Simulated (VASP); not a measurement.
Wanted: the native input for a VASP 6.6.1 run.

* Task: single point
* Functional: PBEsol
* Potentials or basis: VASP PAW PBE potentials, release 64 (Sn_d, O)
* Cutoff: 520 eV
* k mesh: 6 × 6 × 8
* Occupations: fermi-dirac, width 0.05 eV
* Spin: no spin polarisation
* Dipole correction: no
* Further INCAR settings: ALGO = Normal; EDIFF = 1e-07; NBANDS = 35

The structure of SnO2 lies in POSCAR:

```
SnO2
1.0
    4.6050331950      0.0000000000      0.0000000000
    0.0000000000      4.6050331950      0.0000000000
    0.0000000000      0.0000000000      3.1622480868
Sn O
2 4
Direct
    0.5000000000      0.5000000000      0.5000000000
    0.0000000000      0.0000000000      0.0000000000
    0.8053810230      0.1946189770      0.5000000000
    0.6946189770      0.6946189770      0.0000000000
    0.1946189770      0.8053810230      0.5000000000
    0.3053810230      0.3053810230      0.0000000000
```

The input as run:

INCAR

```
PREC = Accurate
ENCUT = 520
EDIFF = 1E-7
ISMEAR = -1
SIGMA = 0.05
LREAL = False
LASPH = True
NELM = 100
ALGO = Normal
ISIF = 2
LWAVE = False
LCHARG = False
GGA = PS
NBANDS = 35
```

KPOINTS

```
Automatic mesh
0
Gamma
  6 6 8
```

Potentials or basis: VASP PAW PBE potentials, release 64 (Sn_d, O).

The run is started by

```bash
$ cat potpaw_PBE.64/Sn_d/POTCAR potpaw_PBE.64/O/POTCAR > POTCAR
$ mpirun -np 1 vasp_std > vasp.out
```

It gave:

| Quantity | Value |
| --- | --- |
| Pressure | 20.8 GPa |
| Largest force | 0.014 eV/Å |
| Band gap on the k mesh | 1.87 eV |

Caveat: the cell stands under pressure; the PAW data sets were made with another functional, which shifts forces and pressure a little; spin-orbit coupling is left out, which moves the levels of the heavy elements.

It took 2.7 min on 1 thread of Intel Xeon 8259CL, on a shared host, peak memory 0.23 GiB.
